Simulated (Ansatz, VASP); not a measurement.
# Al12NO: VASP beside Ansatz

INCAR

```
SYSTEM = Al12NO
  PREC = Accurate
  ENCUT = 520
  EDIFF = 1E-6
  ISMEAR = 0
  SIGMA = 0.1
  LREAL = .False.
  LASPH = .True.
  NELM = 150
  ALGO = Normal
  ISIF = 2
  LWAVE = .False.
  LCHARG = .False.
  ISPIN = 2
  MAGMOM = 0 0 0 0 0 0 0 0 0 0 0 0 1 0
  LORBIT = 11
  LDIPOL = .True.
  IDIPOL = 3
  DIPOL = 0.5 0.5 0.293
  GGA = PE
  NBANDS = 40
```

The input KPOINTS:

```
Automatic mesh
0
Gamma
  5 5 1
  0 0 0
```

POSCAR

```
Al12NO
1.0
    5.7143028096      0.0000000000      0.0000000000
    0.0000000000      5.7143028096      0.0000000000
    0.0000000000      0.0000000000     22.1750227966
Al N O
12 1 1
Direct
    0.2500000000      0.2500000000      0.1803831291
    0.2500000000      0.7500000000      0.1803831291
    0.7500000000      0.2500000000      0.1803831291
    0.7500000000      0.7500000000      0.1803831291
    0.0000000000      0.0000000000      0.2744094953
    0.0000000000      0.5000000000      0.2744094953
    0.5000000000      0.0000000000      0.2744094953
    0.5000000000      0.5000000000      0.2744094953
    0.2500000000      0.2500000000      0.3686590481
    0.2500000000      0.7500000000      0.3686590481
    0.7500000000      0.2500000000      0.3686590481
    0.7500000000      0.7500000000      0.3686590481
    0.3023380913      0.5000000000      0.4047356740
    0.6976619087      0.5000000000      0.4047356740
```

Input for Ansatz:

```yaml
crystal:
  lattice:
    - [5.7143028096, 0.0, 0.0]
    - [0.0, 5.7143028096, 0.0]
    - [0.0, 0.0, 22.1750227966]
  atoms:
    - { symbol: Al, position: [0.25, 0.25, 0.1803831291] }
    - { symbol: Al, position: [0.25, 0.75, 0.1803831291] }
    - { symbol: Al, position: [0.75, 0.25, 0.1803831291] }
    - { symbol: Al, position: [0.75, 0.75, 0.1803831291] }
    - { symbol: Al, position: [0.0, 0.0, 0.2744094953] }
    - { symbol: Al, position: [0.0, 0.5, 0.2744094953] }
    - { symbol: Al, position: [0.5, 0.0, 0.2744094953] }
    - { symbol: Al, position: [0.5, 0.5, 0.2744094953] }
    - { symbol: Al, position: [0.25, 0.25, 0.3686590481] }
    - { symbol: Al, position: [0.25, 0.75, 0.3686590481] }
    - { symbol: Al, position: [0.75, 0.25, 0.3686590481] }
    - { symbol: Al, position: [0.75, 0.75, 0.3686590481] }
    - { symbol: "N", position: [0.3023380913, 0.5, 0.404735674], spin: 1.0 }
    - { symbol: O, position: [0.6976619087, 0.5, 0.404735674] }
basis:
  ecutwfc: 420
kpoints:
  mp_grid: { grid: [5, 5, 1] }
hamiltonian:
  xc: pbe
scf:
  occupations: { method: gaussian, width: 0.1 }
output:
  forces: true
  eigenvalues: true
  populations: true
  write_density: true
  write_potential: true
  elf: true
  volumetric_format: npy
magnetization:
  spin_polarized: true
efield:
  axis: 3
  dipole_correction: true
  ramp_width: 0.04
```

Alike in both runs: task single point; functional PBE; k mesh 5 × 5 × 1; occupations gaussian, width 0.1 eV; collinear spin.

|  | VASP | Ansatz |
| --- | --- | --- |
| version | VASP 6.6.1 | Ansatz 0.2.0 |
| potentials or method | VASP PAW PBE potentials, release 64 (Al, N, O), cutoff 520 eV | scalar-relativistic, plane waves, PAW |
| valence electrons in the cell | 47 | 47 |

```csv
,VASP,Ansatz,Ansatz less VASP
gap on the k mesh at the Fermi level (eV),none,none,-
rms of the force components (eV/Å),1.112,1.092,-0.0194
net moment per atom (μB),0.00,0.00,0.000
```

Atom by atom the forces differ by 0.024 eV/Å (rms over components). A gap of «none» marks a metal or a gap that the smearing closes. With one functional, cell and mesh, what is left measures potentials, basis and numerics. Ansatz's warnings: seeded moment not kept, xc potential rough in thin density.
